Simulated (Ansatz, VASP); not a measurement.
# Two plane-wave programs on LuMo2ClO4

Contents of INCAR:

```
SYSTEM = LuMo2ClO4
PREC = Accurate
ENCUT = 520
EDIFF = 1E-7
ISMEAR = -1
SIGMA = 0.0139
LREAL = .False.
LASPH = .True.
NELM = 80
ALGO = Normal
ISIF = 2
LWAVE = .False.
LCHARG = .False.
GGA = PE
NBANDS = 52
```

KPOINTS

```
regular mesh
0
Gamma
  10 10 5
  0 0 0
```

File POSCAR:

```
LuMo2ClO4
1.0
    3.4455970000      0.0000000000      0.0000000000
    0.0000000000      3.4455970000      0.0000000000
    0.0000000000      0.0000000000      7.9813260000
Cl Lu O Mo
1 1 4 2
Direct
    0.0000000000      0.0000000000      0.5000000000
    0.0000000000      0.0000000000      0.0000000000
    0.5000000000      0.0000000000      0.8480000000
    0.0000000000      0.5000000000      0.8480000000
    0.5000000000      0.0000000000      0.1520000000
    0.0000000000      0.5000000000      0.1520000000
    0.5000000000      0.5000000000      0.7193000000
    0.5000000000      0.5000000000      0.2807000000
```

Input for Ansatz:

```yaml
crystal:
  lattice:
    - [3.445597, 0.0, 0.0]
    - [0.0, 3.445597, 0.0]
    - [0.0, 0.0, 7.981326]
  atoms:
    - { symbol: Cl, position: [0.0, 0.0, 0.5] }
    - { symbol: Lu, position: [0.0, 0.0, 0.0] }
    - { symbol: O, position: [0.5, 0.0, 0.848] }
    - { symbol: O, position: [0.0, 0.5, 0.848] }
    - { symbol: O, position: [0.5, 0.0, 0.152] }
    - { symbol: O, position: [0.0, 0.5, 0.152] }
    - { symbol: Mo, position: [0.5, 0.5, 0.7193] }
    - { symbol: Mo, position: [0.5, 0.5, 0.2807] }
  symmetry: { tolerance: 0.0003 }
kpoints:
  mp_grid: { grid: [10, 10, 5], shift: [0, 0, 0] }
  band_path:
    path:
      - [0.0, 0.0, 0.0]
      - [0.0, 0.5, 0.0]
      - [0.5, 0.5, 0.0]
      - [0.0, 0.0, 0.0]
      - [0.0, 0.0, 0.5]
      - [0.0, 0.5, 0.5]
      - [0.5, 0.5, 0.5]
      - [0.0, 0.0, 0.5]
      - [0.0, 0.5, 0.0]
      - [0.0, 0.5, 0.5]
      - [0.5, 0.5, 0.0]
    npoints: 6
magnetization:
  spin_polarized: false
scf:
  occupations: { method: fermi_dirac, width: 0.0139 }
  lower_state_search: "off"
  max_iter: 200
hamiltonian:
  pseudopotentials: { kind: paw }
  xc: pbe
basis:
  ecutwfc: 420
  fft_grid_basis: typed
output:
  forces: true
  stress: true
  eigenvalues: true
  bader: true
  populations: true
  elf: true
  write_potential: true
  volumetric_format: npy
  dos:
    e_range: [-12, 8]
    de: 0.05
    projected: { site_lists: { Cl: [Cl], Lu: [Lu], Mo: [Mo], O: [O] } }
checkpoint:
  read: saved_state
```

Alike in both runs: task single point; functional PBE; k mesh 10 × 10 × 5; occupations fermi-dirac, width 0.0139 eV; no spin polarisation.

|  | VASP | Ansatz |
| --- | --- | --- |
| version | VASP 6.6.1 | Ansatz 0.2.0 |
| potentials or method | VASP PAW PBE potentials, release 64 (Cl, Lu, O, Mo_sv), cutoff 520 eV | PAW plane waves |
| valence electrons in the cell | 84 | 84 |

Ansatz gave:

* rms of the force components (eV/Å): 1.326

Problem. Estimate VASP's values.

Solution. rms of the force components (eV/Å): 1.360.

Atom by atom the forces differ by 0.038 eV/Å (rms over components). With one functional, cell and mesh, what is left measures potentials, basis and numerics.

Spin-orbit coupling is off throughout.
